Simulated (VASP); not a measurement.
Ta2S, 3 atoms in the cell. Symmetry: P4/mmm, No. 123, tetragonal system. Conventional cell: a = 2.791 Å, b = 2.791 Å, c = 7.583 Å, α = 90.00°, β = 90.00°, γ = 90.00°. Ta (site symmetry 4mm) has 1 S at 2.38 Å and 5 Ta at 2.79 to 2.83 Å within 3.1 Å. Within 3.1 Å of S (site symmetry 4/mmm) lie 2 Ta at 2.38 Å and 4 S at 2.79 Å. The cell was generated, and may not be a known phase.

| Item | Value |
| --- | --- |
| Program | VASP 6.6.1 |
| Task | relaxation of cell and atoms |
| Functional | PBE |
| Potentials or basis | VASP PAW PBE potentials, release 64 (Ta_pv, S) |
| Cutoff | 600 eV |
| k mesh | 16 × 16 × 6 |
| Occupations | gaussian, width 0.1 eV |
| Spin | no spin polarisation |
| Dipole correction | no |
| Further INCAR settings | ALGO = Normal; EDIFF = 1e-07; IBRION = 2; EDIFFG = -0.01; NSW = 100; ISIF = 3 |

Potentials or basis: VASP PAW PBE potentials, release 64 (Ta_pv, S).

The run is started by

```sh
$ cat potpaw_PBE.64/Ta_pv/POTCAR potpaw_PBE.64/S/POTCAR > POTCAR
$ mpirun -np 1 vasp_std > vasp.out
```

Hardware: 1 thread of Intel Xeon 8259CL, on a shared host.

How long does it take, and how much memory?

It took 16 min on 1 thread of Intel Xeon 8259CL, with other jobs on the host, peak memory 0.36 GiB. Counts: scf iterations 53, k points 180, ion steps 6.
